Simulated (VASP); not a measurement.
The system is Sb2P3H.

```xyz
6
Lattice="5.3324 0.0000 0.0000 0.0000 5.3324 0.0000 0.0000 0.0000 5.5866" Properties=species:S:1:pos:R:3 pbc="T T T"
Sb    0.0000    2.6662    0.0000
Sb    2.6662    0.0000    0.0000
H     2.6662    2.6662    2.7933
P     2.6662    2.6662    1.1398
P     2.6662    2.6662    4.4468
P     0.0000    0.0000    0.0000
```

The cell was generated, and may not be a known phase.

| Property | Result |
| --- | --- |
| Program | VASP 6.6.1 |
| Task | relaxation of cell and atoms |
| Functional | PBE |
| Potentials or basis | VASP PAW PBE potentials, release 64 (Sb, H, P) |
| Cutoff | 600 eV |
| k mesh | 8 × 8 × 8 |
| Occupations | gaussian, width 0.1 eV |
| Spin | no spin polarisation |

At the start: pressure -0.3 GPa; volume 26.48 Å³/atom.

Task: Where does the relaxation end?

Result: Over 9 steps the energy falls by 15.6 meV/atom and the volume is 26.36 Å³/atom (-0.4 %); space group P4/mmm (No. 123, to 0.1 Å) before and after.

The path:
| step | energy change (eV) | largest force (eV/Å) | pressure (GPa) | volume (Å³) |
| --- | --- | --- | --- | --- |
| 1 | 0.0000 | 0.4575 | -0.26 | 158.85 |
| 2 | -0.0808 | 0.1357 | -0.05 | 157.81 |
| 3 | -0.0929 | 0.0039 | 0.29 | 157.18 |
| 4 | -0.0929 | 0.0102 | 0.31 | 157.15 |
| 5 | -0.0938 | 0.0211 | -0.07 | 158.41 |
| 6 | -0.0938 | 0.0193 | -0.01 | 158.18 |
| 7 | -0.0938 | 0.0187 | -0.01 | 158.16 |
| 8 | -0.0938 | 0.0185 | 0.01 | 158.13 |
| 9 | -0.0939 | 0.0001 | 0.02 | 158.14 |

Final structure:
```cif
data_structure
_symmetry_space_group_name_H-M 'P 1'
_symmetry_Int_Tables_number 1
_cell_length_a 5.2273
_cell_length_b 5.2273
_cell_length_c 5.7875
_cell_angle_alpha 90.000
_cell_angle_beta 90.000
_cell_angle_gamma 90.000
_cell_volume 158.14
loop_
_atom_site_label
_atom_site_type_symbol
_atom_site_fract_x
_atom_site_fract_y
_atom_site_fract_z
_atom_site_occupancy
Sb1 Sb 0.00000 0.50000 0.00000 1
Sb2 Sb 0.50000 0.00000 0.00000 1
H1 H 0.50000 0.50000 0.50000 1
P1 P 0.50000 0.50000 0.21012 1
P2 P 0.50000 0.50000 0.78988 1
P3 P 0.00000 0.00000 0.00000 1
```
